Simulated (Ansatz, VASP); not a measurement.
## AlN: VASP beside Ansatz

```
CELL_PARAMETERS angstrom
0.00000 2.16303 2.16303
2.16303 0.00000 2.16303
2.16303 2.16303 0.00000
ATOMIC_POSITIONS crystal
Al 0.00000 0.00000 0.00000
N 0.25000 0.25000 0.25000
```

Change from the starting cell: hydrostatic strain -1.0%.

Alike in both runs: task single point; functional HSE06; k mesh 8 × 8 × 8; no spin polarisation.

|  | VASP | Ansatz |
| --- | --- | --- |
| version | VASP 6.6.1 | Ansatz 0.2.0 |
| potentials or method | VASP PAW PBE potentials, release 64 (Al, N) | plane waves, PAW |
| plane-wave cutoff (eV) | 520 | 420 |
| occupations | gaussian, width 0.01 eV | fixed |
| valence electrons in the cell | 8 | 8 |

|  | VASP | Ansatz | Ansatz less VASP |
| --- | --- | --- | --- |
| gap on the k mesh at the Fermi level (eV) | 4.58 | 4.58 | 0.000 |
| pressure (GPa) | 5.9 | 6.1 | +0.13 |

Ansatz's warnings: stress exchange threshold loose, stress scf threshold loose.
